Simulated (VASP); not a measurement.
A run of VASP 6.6.1:

INCAR

```
ALGO = Normal
EDIFF = 1E-6
ENCUT = 520
GGA = PE
ISIF = 2
ISMEAR = 0
LASPH = True
LCHARG = False
LREAL = False
LWAVE = False
NBANDS = 8
NELM = 100
PREC = Accurate
SIGMA = 0.1
```

Contents of KPOINTS:

```
k-points
0
Gamma
  10 10 10
```

The input POSCAR:

```
C
1.0
    1.8007447438      0.0000000000      0.0000000000
    0.0000000000      1.8007447438      0.0000000000
    0.0000000000      0.0000000000      1.7235915581
C
1
Direct
    0.5000000000      0.5000000000      0.0000000000
```

Potentials or basis: VASP PAW PBE potentials, release 64 (C).

Launch:

```console
$ cat potpaw_PBE.64/C/POTCAR > POTCAR
$ mpirun -np 1 vasp_std > vasp.out
```

Hardware: 1 thread of AMD EPYC 9R45 96-Core Processor (Zen 5), on a shared host.

Q: How long does it take, and how much memory?

A: Wall time 2.3 s on 1 thread of AMD EPYC 9R45 96-Core Processor (Zen 5) (shared host), peak memory 0.07 GiB. Counts: scf iterations 10, k points 126.
